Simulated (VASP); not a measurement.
A run of VASP 6.6.1:

File INCAR:

```
PREC = Accurate
ENCUT = 600
EDIFF = 1E-6
ISMEAR = 0
SIGMA = 0.01
LREAL = False
LASPH = True
NELM = 120
ALGO = Normal
ISIF = 2
LWAVE = False
LCHARG = True
LELF = True
LVHAR = True
NBANDS = 11
GGA_COMPAT = False
```

File KPOINTS:

```
Automatic mesh
0
Gamma
  9 9 9
```

The input POSCAR:

```
C
1.0
    0.0197327715      1.7589940041      1.7589940041
    1.7589940041      0.0197327715      1.7589940041
    1.7589940041      1.7589940041      0.0197327715
C
2
Direct
    0.0002018756      0.0002018756      0.0002018756
    0.2497981244      0.2497981244      0.2497981244
```

Potentials or basis: VASP PAW LDA potentials, release 64 (C).

Run with:

```console
$ cat potpaw_LDA.64/C/POTCAR > POTCAR
$ mpirun -np 1 vasp_std > vasp.out
```

Hardware: 1 thread of Intel(R) Xeon(R) Platinum 8259CL CPU @ 2.50GHz (Skylake/Cascade Lake) (shared host).

Problem. How long does it take, and how much memory?

Solution. Run time: 11 s on 1 thread of Intel(R) Xeon(R) Platinum 8259CL CPU @ 2.50GHz (Skylake/Cascade Lake), on a shared host, peak memory 0.12 GiB. Counts: scf iterations 11, k points 85.
